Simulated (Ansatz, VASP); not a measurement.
# CuO: VASP beside Ansatz

```
Cu O
1.0
     2.05761   -2.05883    0.00000
     2.05761    2.05883    0.00000
     0.00000    0.00000    5.14391
Cu O
2 2
Cartesian
  1.0288 1.0294 0.0000
  1.0288 -1.0294 2.5720
  2.0576 0.0000 1.2860
  2.0576 0.0000 3.8579
```

Alike in both runs: functional PBE; dispersion D3(BJ); k mesh 14 × 14 × 8; occupations gaussian, width 0.1 eV; no spin polarisation.

Ansatz relaxed the structure, and its values are those at the end. VASP's run is a single point on that final structure, the one shown.

|  | VASP | Ansatz |
| --- | --- | --- |
| version | VASP 6.6.1 | Ansatz 0.2.0 |
| potentials or method | VASP PAW PBE potentials, release 64 (Cu, O), cutoff 520 eV | scalar-relativistic, plane waves, PAW |
| valence electrons in the cell | 34 | 50 |

```tsv
	VASP	Ansatz	Ansatz less VASP
gap on the k mesh at the Fermi level (eV)	none	none	-
pressure (GPa)	0.8	0.0	-0.77
```

A gap of «none» marks a metal or a gap that the smearing closes. VASP's potentials hold 34 valence electrons a cell and Ansatz's 50, so a difference there can come from the potentials and not from the codes.
